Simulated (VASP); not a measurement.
# Ca2Al2O (P6/mmm) in VASP: a series of runs

The runs below take Ca2Al2O through single point, relaxation of cell and atoms, with PBE.

Program: VASP 6.6.1. These are calculated values, not measurements. Logs are shortened: lines on timing, memory, paths and dates and some standing lists are left out, and cuts for length are marked.

## (1) The cell of the first run

The structure is hexagonal, space group P6/mmm (No. 191). Conventional cell: a = 4.846 Å, b = 4.846 Å, c = 6.112 Å, α = 90.00°, β = 90.00°, γ = 120.00°. Ca (site symmetry -6m2) has 3 Ca at 2.80 Å and 2 Al at 3.06 Å within 3.7 Å. Al (site symmetry -6m2) has 3 O at 2.80 Å and 3 Al at 2.80 Å and 2 Ca at 3.06 Å within 3.7 Å. Within 3.7 Å of O (site symmetry 6/mmm) lie 6 Al at 2.80 Å.

The cell was generated, and may not be a known phase.

## (2) Single point, PBE

INCAR reads:

```
SYSTEM = Ca2Al2O
ALGO     = Normal         ! electronic algorithm
EDIFF    = 1E-7           ! SCF threshold, eV
ENCUT    = 520            ! plane-wave cutoff, eV
GGA      = PE             ! functional
ISIF     = 2              ! what is computed and relaxed
ISMEAR   = 0              ! smearing method
LASPH    = .TRUE.         ! aspherical terms in the spheres
LCHARG   = .FALSE.        ! write CHGCAR
LREAL    = .FALSE.        ! projectors in reciprocal space
LWAVE    = .FALSE.        ! write WAVECAR
NBANDS   = 24             ! bands
NELM     = 80             ! most SCF steps
PREC     = Accurate       ! precision mode
SIGMA    = 0.1            ! smearing width, eV
```

KPOINTS reads:

```
k-points
0
G
  12 12 6
  0 0 0
```

POSCAR reads:

```
Ca2Al2O
1.0
    4.8464135835      0.0000000000      0.0000000000
   -2.4232067917      4.1971172806      0.0000000000
    0.0000000000      0.0000000000      6.1121236706
Ca Al O
2 2 1
Direct
    0.3333333333      0.6666666667      0.5000000000
    0.6666666667      0.3333333333      0.5000000000
    0.3333333333      0.6666666667      0.0000000000
    0.6666666667      0.3333333333      0.0000000000
    0.0000000000      0.0000000000      0.0000000000
```

Potentials or basis: VASP PAW PBE potentials, release 64 (Ca_sv, Al, O).

Command:

```console
$ cat potpaw_PBE.64/Ca_sv/POTCAR potpaw_PBE.64/Al/POTCAR potpaw_PBE.64/O/POTCAR > POTCAR
$ mpirun -np 1 vasp_std > vasp.out
```

OUTCAR:

```text
SYSTEM = Ca2Al2O
   EDIFF = 1E-7
   ENCUT = 520
   GGA = PE
   ISIF = 2
   ISMEAR = 0
   LASPH = .TRUE.
   LREAL = .FALSE.
   NELM = 80
   PREC = Accurate

 ion  position               nearest neighbor table
   1  0.333  0.667  0.500-   2 2.80   2 2.80   2 2.80   3 3.06   3 3.06
   2  0.667  0.333  0.500-   1 2.80   1 2.80   1 2.80   4 3.06   4 3.06
   3  0.333  0.667  0.000-   4 2.80   4 2.80   4 2.80   1 3.06   1 3.06
   4  0.667  0.333  0.000-   3 2.80   3 2.80   3 2.80   2 3.06   2 3.06
   5  0.000  0.000  0.000-

  LATTYP: Found a hexagonal cell.
 ALAT       =     4.8464135835
 C/A-ratio  =     1.2611642744

  Lattice vectors:

 A1 = (   4.8464135835,   0.0000000000,   0.0000000000)
 A2 = (  -2.4232067917,   4.1971172806,   0.0000000000)
 A3 = (   0.0000000000,   0.0000000000,   6.1121236706)

Analysis of symmetry for initial positions (statically):
=====================================================================
 Subroutine PRICEL returns:
 Original cell was already a primitive cell.

 Routine SETGRP: Setting up the symmetry group for a
 hexagonal supercell.

 Subroutine GETGRP returns: Found 24 space group operations
 (whereof 24 operations were pure point group operations)
 out of a pool of 24 trial point group operations.

The static configuration has the point symmetry D_6h.

Analysis of symmetry for dynamics (positions and initial velocities):
=====================================================================
 Subroutine PRICEL returns:
 Original cell was already a primitive cell.

 Routine SETGRP: Setting up the symmetry group for a
 hexagonal supercell.

 Subroutine GETGRP returns: Found 24 space group operations
 (whereof 24 operations were pure point group operations)
 out of a pool of 24 trial point group operations.

The dynamic configuration has the point symmetry D_6h.

 Subroutine INISYM returns: Found 24 space group operations
 (whereof 24 operations are pure point group operations),
 and found     1 'primitive' translations

----------------------------------------------------------------------------------------

                                     Primitive cell

  volume of cell :     124.3265

  direct lattice vectors                    reciprocal lattice vectors
     4.846413584  0.000000000  0.000000000     0.206338147  0.119129385  0.000000000
    -2.423206792  4.197117281  0.000000000     0.000000000  0.238258770  0.000000000
     0.000000000  0.000000000  6.112123671     0.000000000  0.000000000  0.163609255

  length of vectors
     4.846413584  4.846413584  6.112123671     0.238258770  0.238258770  0.163609255

  position of ions in fractional coordinates (direct lattice)
     0.333333333  0.666666667  0.500000000
     0.666666667  0.333333333  0.500000000
     0.333333333  0.666666667  0.000000000
     0.666666667  0.333333333  0.000000000
     0.000000000  0.000000000  0.000000000

  ion indices of the primitive-cell ions
   primitive index   ion index
                 1           1
                 2           2
                 3           3
                 4           4
                 5           5

----------------------------------------------------------------------------------------

 KPOINTS: k-points

Automatic generation of k-mesh.
 Grid dimensions read from file:
 generate k-points for:   12   12    6

 Generating k-lattice:

  Cartesian coordinates                     Fractional coordinates (reciprocal lattice)
     0.017194846  0.009927449  0.000000000     0.083333333 -0.000000000  0.000000000
     0.000000000  0.019854897  0.000000000     0.000000000  0.083333333  0.000000000
     0.000000000  0.000000000  0.027268209     0.000000000  0.000000000  0.166666667

  Length of vectors
     0.019854897  0.019854897  0.027268209

  Shift w.r.t. Gamma in fractional coordinates (k-lattice)
     0.000000000  0.000000000  0.000000000

 Subroutine IBZKPT returns following result:
 ===========================================

 Found     76 irreducible k-points:

 Following reciprocal coordinates:
[... 41 lines left out ...]
 NGX is ok and might be reduce to    36
   NGX = 17   NGY = 17   NGZ = 23

 number of electron      32.0000006 magnetization

 Free energy of the ion-electron system (eV)
  ---------------------------------------------------
  ext. energy  EPLUGINS =         0.00000000
  ---------------------------------------------------
  free energy    TOTEN  =       -12.38382912 eV

  energy without entropy =      -12.35213437  energy(sigma->0) =      -12.36798174

 E-fermi :   3.0766     XC(G=0):  -8.6626

 val. band max:        3.0756231550   @ k =   0.2500   0.0000   0.3333
 cond. band min:       3.0795993147   @ k =   0.0000   0.0000   0.1667
 fundamental gap:      0.0039761597
 Fermi energy:         3.0765724405

 k-point     1 :       0.0000    0.0000    0.0000
  band No.  band energies     occupation
      1     -39.0889      2.00000
      2     -38.7577      2.00000
      3     -20.5497      2.00000
      4     -20.5497      2.00000
      5     -19.9540      2.00000
      6     -19.6711      2.00000
[... 16 lines left out ...]
     23       5.5583      0.00000
     24       5.5583      0.00000

 k-point     2 :       0.0833    0.0000    0.0000
  band No.  band energies     occupation
      1     -39.0840      2.00000
      2     -38.7629      2.00000
      3     -20.5558      2.00000
      4     -20.5390      2.00000
      5     -19.9498      2.00000
      6     -19.6755      2.00000
[... 16 lines left out ...]
     23       5.6446      0.00000
     24       5.6500      0.00000

 k-point     3 :       0.1667    0.0000    0.0000
  band No.  band energies     occupation
      1     -39.0698      2.00000
      2     -38.7778      2.00000
      3     -20.5722      2.00000
      4     -20.5084      2.00000
      5     -19.9375      2.00000
      6     -19.6952      2.00000
[... 16 lines left out ...]
     23       5.7254      0.00000
     24       5.8742      0.00000
[... 514 lines left out ...]
 k-point    23 :       0.2500    0.0000    0.1667
  band No.  band energies     occupation
      1     -39.0477      2.00000
      2     -38.8010      2.00000
      3     -20.5935      2.00000
      4     -20.4623      2.00000
      5     -19.9187      2.00000
      6     -19.7435      2.00000
[... 16 lines left out ...]
     23       5.7632      0.00000
     24       6.1684      0.00000

 k-point    24 :       0.3333    0.0000    0.1667
  band No.  band energies     occupation
      1     -39.0204      2.00000
      2     -38.8293      2.00000
      3     -20.6138      2.00000
      4     -20.4095      2.00000
      5     -19.8951      2.00000
      6     -19.7986      2.00000
[... 16 lines left out ...]
     23       5.6949      0.00000
     24       6.2288      0.00000

 [... further k-points ...]

------------------------ aborting loop because EDIFF is reached ----------------------------------------

  FORCE on cell =-STRESS in cart. coord.  units (eV):
  Direction    XX          YY          ZZ          XY          YZ          ZX
  --------------------------------------------------------------------------------------
  -------------------------------------------------------------------------------------
  Total        0.0282878      0.0282878      0.0293731      0.0000000     -0.0000000     -0.0000000
  in kB        0.3645409      0.3645409      0.3785269      0.0000000     -0.0000000     -0.0000000
  external PRESSURE =       0.3692029 kB  Pullay stress =       0.0000000 kB

 VOLUME and BASIS-vectors are now :
 -----------------------------------------------------------------------------
  energy-cutoff  :      520.00
  volume of cell :      124.33
      direct lattice vectors                 reciprocal lattice vectors
     4.846413584  0.000000000  0.000000000     0.206338147  0.119129385  0.000000000
    -2.423206792  4.197117281  0.000000000     0.000000000  0.238258770  0.000000000
     0.000000000  0.000000000  6.112123671     0.000000000  0.000000000  0.163609255

 POSITION                                       TOTAL-FORCE (eV/Angst)
 -----------------------------------------------------------------------------------
     -0.00000      2.79808      3.05606        -0.000000      0.000000      0.000000
      2.42321      1.39904      3.05606         0.000000     -0.000000      0.000000
     -0.00000      2.79808      0.00000        -0.000000      0.000000      0.000000
      2.42321      1.39904      0.00000        -0.000000     -0.000000      0.000000
      0.00000      0.00000      0.00000        -0.000000      0.000000      0.000000
 -----------------------------------------------------------------------------------
    total drift:                                0.000000     -0.000000     -0.000000

  FREE ENERGIE OF THE ION-ELECTRON SYSTEM (eV)
  ---------------------------------------------------
  free  energy   TOTEN  =       -12.3838291163 eV

  energy  without entropy=      -12.3521343653  energy(sigma->0) =      -12.36798174
```

It took 3.9 min on 1 thread of Intel Xeon Platinum 8488C (Sapphire Rapids), shared host; peak memory 0.38 GiB.

What came out:

```yaml
Free_energy: -12.3838 eV
Pressure: 0.0 GPa
Band_gap_on_the_k_mesh: zero (bands 16 and 17 overlap by 0.92 eV)
```

Levels at points of the mesh, in eV from the Fermi level:
| k point | band 12 | band 13 | band 14 | band 15 | band 16 | band 17 | band 18 | band 19 | band 20 | band 21 |
| --- | --- | --- | --- | --- | --- | --- | --- | --- | --- | --- |
| (0.00, 0.00, 0.00) | -2.33 | -2.33 | -1.58 | -0.14 | 0.13 | 0.18 | 0.18 | 1.20 | 1.20 | 1.58 |
| (0.50, 0.00, 0.00) | -2.94 | -1.86 | -0.66 | -0.49 | -0.25 | 0.53 | 0.64 | 0.66 | 1.00 | 1.39 |
| (0.00, 0.00, 0.50) | -2.33 | -2.33 | -0.74 | -0.32 | -0.32 | -0.19 | 0.72 | 1.49 | 1.49 | 1.83 |
| (0.50, 0.00, 0.50) | -3.01 | -2.09 | -1.83 | -0.35 | -0.11 | 0.23 | 0.51 | 1.10 | 1.11 | 1.34 |

## (3) Single point, PBE, collinear spin, ferromagnetic start

This run uses another cell than the first one, of 17.62 Å³/atom.

INCAR reads:

```
ALGO = Normal ; EDIFF = 1E-6
ENCUT = 520 ; GGA = PE
ISIF = 2 ; ISMEAR = 0
ISPIN = 2 ; LASPH = True
LCHARG = False ; LORBIT = 11
LREAL = False ; LWAVE = False
MAGMOM = 0 0 0 0 1 ; NBANDS = 28
NELM = 150 ; PREC = Accurate
SIGMA = 0.1
```

KPOINTS reads:

```
k-points
0
Gamma
  6 6 4
```

POSCAR reads:

```
Ca2Al2O
1.0
    4.4688301800      0.0000000000      0.0000000000
   -2.2344150900      3.8701204600      0.0000000000
    0.0000000000      0.0000000000      5.0948669800
Ca Al O
2 2 1
Direct
    0.3333333300      0.6666666700      0.5000000000
    0.6666666700      0.3333333300      0.5000000000
    0.3333333300      0.6666666700      0.0000000000
    0.6666666700      0.3333333300      0.0000000000
    0.0000000000      0.0000000000      0.0000000000
```

Potentials or basis: VASP PAW PBE potentials, release 64 (Ca_sv, Al, O).

Command:

```console
$ cat potpaw_PBE.64/Ca_sv/POTCAR potpaw_PBE.64/Al/POTCAR potpaw_PBE.64/O/POTCAR > POTCAR
$ mpirun -np 1 vasp_std > vasp.out
```

Run time: 94 s. Hardware: 1 thread of Intel Xeon Platinum 8488C (Sapphire Rapids), shared host; peak memory 0.3 GiB.

The run converged. Its results:

```
Free energy                                           : -10.2596 eV
Pressure                                              : 19.6 GPa
Band gap on the k mesh                                : zero (filled and empty bands overlap)
Net moment                                            : 0.00 μB per cell
Valence electrons inside the program's atomic spheres : Ca 8.52; Al 0.85; O 4.79
```

Stress tensor (GPa, compression positive):
```
11.13  0.00  0.00
 0.00 11.13  0.00
 0.00  0.00 36.42
```

Levels at points of the mesh, in eV from the Fermi level:
Spin up:
```
           k point  band 12  band 13  band 14  band 15  band 16  band 17  band 18  band 19  band 20  band 21
(0.00, 0.00, 0.00)    -3.35    -3.19    -1.00    -0.02    -0.02     0.10     0.81     0.81     0.82     2.12
(0.50, 0.00, 0.00)    -4.00    -2.91    -0.72    -0.42     0.00     0.11     0.73     1.10     1.66     1.99
(0.00, 0.00, 0.50)    -3.34    -3.34    -1.16    -1.16    -0.72    -0.10     1.86     1.86     1.95     2.47
(0.50, 0.00, 0.50)    -3.72    -3.18    -1.92    -0.15    -0.10     0.17     0.49     1.33     1.72     1.75
```
Spin down:
| k point | band 12 | band 13 | band 14 | band 15 | band 16 | band 17 | band 18 | band 19 | band 20 | band 21 |
| --- | --- | --- | --- | --- | --- | --- | --- | --- | --- | --- |
| (0.00, 0.00, 0.00) | -3.35 | -3.19 | -1.00 | -0.02 | -0.02 | 0.10 | 0.81 | 0.81 | 0.82 | 2.12 |
| (0.50, 0.00, 0.00) | -4.00 | -2.91 | -0.72 | -0.43 | 0.00 | 0.11 | 0.73 | 1.10 | 1.66 | 1.99 |
| (0.00, 0.00, 0.50) | -3.34 | -3.34 | -1.16 | -1.16 | -0.72 | -0.11 | 1.86 | 1.86 | 1.95 | 2.47 |
| (0.50, 0.00, 0.50) | -3.72 | -3.18 | -1.92 | -0.15 | -0.10 | 0.17 | 0.49 | 1.33 | 1.72 | 1.75 |

Caveat: the stress differs along the axes, from 11 to 36 GPa.

## (4) Single point, PBE, collinear spin, ferromagnetic start

This run uses another cell than the first one, of 24.72 Å³/atom.

INCAR reads:

```
PREC = Accurate ; ENCUT = 520
EDIFF = 1E-7 ; ISMEAR = 0
SIGMA = 0.1 ; LREAL = F
LASPH = T ; NELM = 150
ALGO = Normal ; ISIF = 2
LWAVE = F ; LCHARG = T
ISPIN = 2 ; MAGMOM = 0 0 0 0 1
LORBIT = 11 ; GGA = PE
LELF = T ; LVHAR = T
NBANDS = 28
```

KPOINTS reads:

```
Automatic mesh
0
Gamma
  6 6 4
```

POSCAR reads:

```
Ca2Al2O
1.0
    4.8272731233      0.0000000000      0.0000000000
   -2.4136365616      4.1805411558      0.0000000000
    0.0000000000      0.0000000000      6.1239341973
Ca Al O
2 2 1
Direct
    0.3333333333      0.6666666667      0.5000000000
    0.6666666667      0.3333333333      0.5000000000
    0.3333333333      0.6666666667      0.0000000000
    0.6666666667      0.3333333333      0.0000000000
    0.0000000000      0.0000000000      0.0000000000
```

Command:

```console
$ cat potpaw_PBE.64/Ca_sv/POTCAR potpaw_PBE.64/Al/POTCAR potpaw_PBE.64/O/POTCAR > POTCAR
$ mpirun -np 1 vasp_std > vasp.out
```

Run time: 2.6 min. Hardware: 1 thread of Intel Xeon Platinum 8488C (Sapphire Rapids), shared host; peak memory 0.35 GiB.

It converged, with:

* Free energy: -12.3755 eV
* Pressure: 0.0 GPa
* Band gap on the k mesh: zero (filled and empty bands overlap)
* Net moment: 0.00 μB per cell
* Valence electrons inside the program's atomic spheres: Ca 8.28; Al 0.74; O 4.73

Levels at points of the mesh, in eV from the Fermi level:
Spin up:
```csv
k point,band 12,band 13,band 14,band 15,band 16,band 17,band 18,band 19,band 20,band 21
"(0.00, 0.00, 0.00)",-2.39,-2.39,-1.58,-0.08,0.12,0.18,0.18,1.22,1.22,1.59
"(0.50, 0.00, 0.00)",-2.99,-1.90,-0.68,-0.50,-0.26,0.53,0.67,0.67,1.02,1.42
"(0.00, 0.00, 0.50)",-2.38,-2.38,-0.77,-0.31,-0.31,-0.19,0.78,1.51,1.51,1.87
"(0.50, 0.00, 0.50)",-3.07,-2.12,-1.83,-0.37,-0.09,0.22,0.51,1.12,1.12,1.34
```
Spin down:
```csv
k point,band 12,band 13,band 14,band 15,band 16,band 17,band 18,band 19,band 20,band 21
"(0.00, 0.00, 0.00)",-2.39,-2.39,-1.58,-0.08,0.12,0.18,0.18,1.22,1.22,1.59
"(0.50, 0.00, 0.00)",-2.99,-1.90,-0.68,-0.50,-0.26,0.53,0.67,0.67,1.02,1.42
"(0.00, 0.00, 0.50)",-2.38,-2.38,-0.77,-0.31,-0.31,-0.19,0.78,1.51,1.51,1.87
"(0.50, 0.00, 0.50)",-3.07,-2.12,-1.83,-0.37,-0.09,0.21,0.51,1.12,1.12,1.34
```

## (5) Relaxation of cell and atoms, PBE

This run uses another cell than the first one, of 24.72 Å³/atom.

INCAR reads:

```
PREC = Accurate
ENCUT = 600
EDIFF = 1E-6
ISMEAR = 0
SIGMA = 0.1
LREAL = False
LASPH = True
NELM = 80
ALGO = Normal
ISIF = 3
LWAVE = False
LCHARG = False
GGA = PE
IBRION = 2
NSW = 100
EDIFFG = -0.01
```

KPOINTS reads:

```
Automatic mesh
0
Gamma
  12 12 6
```

POSCAR is that of step 4.

Command:

```console
$ cat potpaw_PBE.64/Ca_sv/POTCAR potpaw_PBE.64/Al/POTCAR potpaw_PBE.64/O/POTCAR > POTCAR
$ mpirun -np 1 vasp_std > vasp.out
```

Wall time 15 min (1 thread of Intel Xeon Platinum 8488C (Sapphire Rapids), shared host); peak memory 0.45 GiB.

Results (log left out):

* Free energy: -12.3846 eV
* Relaxed volume: 24.90 Å³/atom
* Relaxed cell: a = 4.849 Å, b = 4.849 Å, c = 6.114 Å, α = 90.00°, β = 90.00°, γ = 120.00°
* Space group after relaxing (to 0.1 Å): P6/mmm (No. 191)
* Energy gained by relaxing: 0.1 meV/atom
* Ionic steps: 8
* Pressure after relaxing: 0.0 GPa
* Band gap on the k mesh: zero (bands 16 and 17 overlap by 0.92 eV)

Step by step:
| step | energy change (eV) | largest force (eV/Å) | pressure (GPa) | volume (Å³) |
| --- | --- | --- | --- | --- |
| 1 | 0.0000 | 0.0000 | 0.10 | 123.58 |
| 2 | -0.0002 | 0.0000 | 0.06 | 123.86 |
| 3 | -0.0005 | 0.0000 | -0.04 | 124.67 |
| 4 | -0.0005 | 0.0000 | -0.04 | 124.61 |
| 5 | -0.0005 | 0.0000 | -0.01 | 124.39 |
| 6 | -0.0005 | 0.0000 | -0.01 | 124.57 |
| 7 | -0.0005 | 0.0000 | -0.03 | 124.59 |
| 8 | -0.0006 | 0.0000 | -0.01 | 124.51 |

Final structure:
```cif
data_structure
_symmetry_space_group_name_H-M 'P 1'
_symmetry_Int_Tables_number 1
_cell_length_a 4.8492
_cell_length_b 4.8492
_cell_length_c 6.1141
_cell_angle_alpha 90.000
_cell_angle_beta 90.000
_cell_angle_gamma 120.000
_cell_volume 124.51
loop_
_atom_site_label
_atom_site_type_symbol
_atom_site_fract_x
_atom_site_fract_y
_atom_site_fract_z
_atom_site_occupancy
Ca1 Ca 0.33333 0.66667 0.50000 1
Ca2 Ca 0.66667 0.33333 0.50000 1
Al1 Al 0.33333 0.66667 0.00000 1
Al2 Al 0.66667 0.33333 0.00000 1
O1 O 0.00000 0.00000 0.00000 1
```

Levels at points of the mesh, in eV from the Fermi level:
```
           k point  band 14  band 15  band 16  band 17  band 18  band 19
(0.00, 0.00, 0.00)    -1.58    -0.15     0.13     0.18     0.18     1.20
(0.50, 0.00, 0.00)    -0.66    -0.49    -0.25     0.53     0.63     0.66
(0.00, 0.00, 0.50)    -0.74    -0.31    -0.31    -0.18     0.71     1.49
(0.50, 0.00, 0.50)    -1.83    -0.35    -0.11     0.23     0.51     1.09
```

## (6) Overview

| task | spin | cell | k mesh | cutoff (eV) | gap on the mesh (eV) | pressure (GPa) | moment (μB) |
| --- | --- | --- | --- | --- | --- | --- | --- |
| single point | off | a = 4.846, b = 4.846, c = 6.112 Å, angles 90.0, 90.0, 120.0°, 5 atoms | 12 × 12 × 6 | 520 | none | 0.0 | - |
| single point | collinear, ferromagnetic start | a = 4.469, b = 4.469, c = 5.095 Å, angles 90.0, 90.0, 120.0°, 5 atoms | 6 × 6 × 4 | 520 | none | 19.6 | 0.00 |
| single point | collinear, ferromagnetic start | a = 4.827, b = 4.827, c = 6.124 Å, angles 90.0, 90.0, 120.0°, 5 atoms | 6 × 6 × 4 | 520 | none | 0.0 | 0.00 |
| relaxation of cell and atoms | off | relaxed from a = 4.827, b = 4.827, c = 6.124 Å, angles 90.0, 90.0, 120.0°, 5 atoms | 12 × 12 × 6 | 600 | none | 0.0 | - |

Alike in all rows: level PBE; potentials or basis VASP PAW PBE potentials, release 64 (Ca_sv, Al, O); smearing gaussian 0.1 eV.

Caveats: the stress differs along the axes, from 11 to 36 GPa (at least some runs).

Absolute energies hang on the potentials; compare differences alone.

The gap in the log of VASP goes by the Fermi energy; the results here count the filled bands.